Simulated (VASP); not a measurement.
# C: single point with PBEsol

C:

```
C
1.0
     7.10761    0.00000    0.00000
     0.00000    7.10761    0.00000
     0.00000    0.00000    7.10761
C
64
Direct
  0.00000 0.00000 0.00000
  0.00000 0.00000 0.50000
  0.00000 0.50000 0.00000
  0.00000 0.50000 0.50000
  0.50000 0.00000 0.00000
  0.50000 0.00000 0.50000
  0.50000 0.50000 0.00000
  0.50000 0.50000 0.50000
  0.12500 0.12500 0.12500
  0.12500 0.12500 0.62500
  0.12500 0.62500 0.12500
  0.12500 0.62500 0.62500
  0.62500 0.12500 0.12500
  0.62500 0.12500 0.62500
  0.62500 0.62500 0.12500
  0.62500 0.62500 0.62500
  0.25000 0.25000 0.00000
  0.25000 0.25000 0.50000
  0.25000 0.75000 0.00000
  0.25000 0.75000 0.50000
  0.75000 0.25000 0.00000
  0.75000 0.25000 0.50000
  0.75000 0.75000 0.00000
  0.75000 0.75000 0.50000
  0.37500 0.37500 0.12500
  0.37500 0.37500 0.62500
  0.37500 0.87500 0.12500
  0.37500 0.87500 0.62500
  0.87500 0.37500 0.12500
  0.87500 0.37500 0.62500
  0.87500 0.87500 0.12500
  0.87500 0.87500 0.62500
  0.25000 0.00000 0.25000
  0.25000 0.00000 0.75000
  0.25000 0.50000 0.25000
  0.25000 0.50000 0.75000
  0.75000 0.00000 0.25000
  0.75000 0.00000 0.75000
  0.75000 0.50000 0.25000
  0.75000 0.50000 0.75000
  0.37500 0.12500 0.37500
  0.37500 0.12500 0.87500
  0.37500 0.62500 0.37500
  0.37500 0.62500 0.87500
  0.87500 0.12500 0.37500
  0.87500 0.12500 0.87500
  0.87500 0.62500 0.37500
  0.87500 0.62500 0.87500
  0.00000 0.25000 0.25000
  0.00000 0.25000 0.75000
  0.00000 0.75000 0.25000
  0.00000 0.75000 0.75000
  0.50000 0.25000 0.25000
  0.50000 0.25000 0.75000
  0.50000 0.75000 0.25000
  0.50000 0.75000 0.75000
  0.12500 0.37500 0.37500
  0.12500 0.37500 0.87500
  0.12500 0.87500 0.37500
  0.12500 0.87500 0.87500
  0.62500 0.37500 0.37500
  0.62500 0.37500 0.87500
  0.62500 0.87500 0.37500
  0.62500 0.87500 0.87500
```

```json
{
  "Program": "VASP 6.6.1",
  "Task": "single point",
  "Functional": "PBEsol",
  "Potentials or basis": "VASP PAW PBE potentials, release 64 (C)",
  "Cutoff": "520 eV",
  "k mesh": "1 × 1 × 1",
  "Occupations": "fermi-dirac, width 0.05 eV",
  "Spin": "no spin polarisation",
  "Dipole correction": "no",
  "Further INCAR settings": "LREAL = Auto; ALGO = Normal; EDIFF = 1e-06; NBANDS = 166"
}
```

```json
{
  "Pressure": "3.7 GPa",
  "Band gap on the k mesh": "4.35 eV"
}
```

Levels at points of the mesh, in eV from the valence-band top:
```
           k point  band 125  band 126  band 127  band 128  band 129  band 130  band 131  band 132
(0.00, 0.00, 0.00)     -2.84      0.00      0.00      0.00      4.35      4.35      4.35      4.35
```

Wall time 2.3 min on 1 thread of Intel Xeon 8259CL, with other jobs on the host, peak memory 0.35 GiB.

Caveat: the k points lie up to 0.88 Å⁻¹ apart; the PAW data sets were made with another functional, which shifts forces and pressure a little; an odd mesh through Γ misses points on the zone boundary, where band edges can lie.
